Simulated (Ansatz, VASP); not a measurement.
**Al4B3Sb in VASP and in Ansatz**

INCAR

```
PREC     = Accurate       # precision mode
ENCUT    = 600            # plane-wave cutoff, eV
EDIFF    = 1E-6           # SCF threshold, eV
ISMEAR   = 0              # smearing method
SIGMA    = 0.1            # smearing width, eV
LREAL    = F              # projectors in reciprocal space
LASPH    = T              # aspherical terms in the spheres
NELM     = 100            # most SCF steps
ALGO     = Normal         # electronic algorithm
ISIF     = 3              # what is computed and relaxed
LWAVE    = F              # write WAVECAR
LCHARG   = F              # write CHGCAR
GGA      = PE             # functional
IBRION   = 2              # ionic algorithm
NSW      = 100            # ionic steps
EDIFFG   = -0.01          # ionic threshold
```

The input KPOINTS:

```
Automatic mesh
0
Gamma
  12 12 4
```

File POSCAR:

```
Al4B3Sb
1.0
    3.5156088108      0.0000000000      0.0000000000
   -1.7578044054      3.0446065399      0.0000000000
    0.0000000000      0.0000000000     10.5193874026
Al B Sb
4 3 1
Direct
    0.3333333333      0.6666666667      0.7887289840
    0.3333333333      0.6666666667      0.3932112648
    0.6666666667      0.3333333333      0.2112710160
    0.6666666667      0.3333333333      0.6067887352
    0.0000000000      0.0000000000      0.5000000000
    0.0000000000      0.0000000000      0.3283588807
    0.0000000000      0.0000000000      0.6716411193
    0.0000000000      0.0000000000      0.0000000000
```

Input for Ansatz:

```yaml
crystal:
  lattice:
    - [3.5156088108, 0.0, 0.0]
    - [-1.7578044054, 3.0446065399, 0.0]
    - [0.0, 0.0, 10.5193874026]
  atoms:
    - { symbol: Al, position: [0.3333333333, 0.6666666667, 0.788728984] }
    - { symbol: Al, position: [0.3333333333, 0.6666666667, 0.3932112648] }
    - { symbol: Al, position: [0.6666666667, 0.3333333333, 0.211271016] }
    - { symbol: Al, position: [0.6666666667, 0.3333333333, 0.6067887352] }
    - { symbol: B, position: [0.0, 0.0, 0.5] }
    - { symbol: B, position: [0.0, 0.0, 0.3283588807] }
    - { symbol: B, position: [0.0, 0.0, 0.6716411193] }
    - { symbol: Sb, position: [0.0, 0.0, 0.0] }
basis:
  ecutwfc: 420
kpoints:
  mp_grid: { grid: [12, 12, 4] }
hamiltonian:
  xc: pbe
scf:
  occupations: { method: gaussian, width: 0.1 }
output:
  forces: true
  stress: true
  eigenvalues: true
  write_density: true
  write_potential: true
  elf: true
  volumetric_format: npy
relax:
  adjacent_minimum: "off"
  f_tol: 0.01
  max_steps: 80
  cell: { stress_tol: 0.05 }
```

Change from the starting cell: species swapped into the CrFe3Sb4 type (P-3m1, No. 164).

Alike in both runs: task relaxation of cell and atoms; functional PBE; k mesh 12 × 12 × 4; occupations gaussian, width 0.1 eV; no spin polarisation.

```csv
,VASP,Ansatz
version,VASP 6.6.1,Ansatz 0.2.0
potentials or method,"VASP PAW PBE potentials, release 64 (Al, B, Sb), cutoff 600 eV","scalar-relativistic, plane waves, PAW"
valence electrons in the cell,26,36
```

Ansatz gave:

| Quantity | Value |
| --- | --- |
| gap on the k mesh at the Fermi level, each at its own relaxed structure (eV) | none |
| relaxed volume (Å³/atom) | 13.99 |
| relaxed cell length with the largest relative difference (Å) | 10.487 |

**Question.** Which values does VASP return?

**Answer.** gap on the k mesh at the Fermi level, each at its own relaxed structure (eV): none; relaxed volume (Å³/atom): 13.99; relaxed cell length with the largest relative difference (Å): 10.489.

A gap of «none» marks a metal or a gap that the smearing closes. VASP's potentials hold 26 valence electrons a cell and Ansatz's 36, so a difference there can come from the potentials and not from the codes.

Spin-orbit coupling is off throughout.
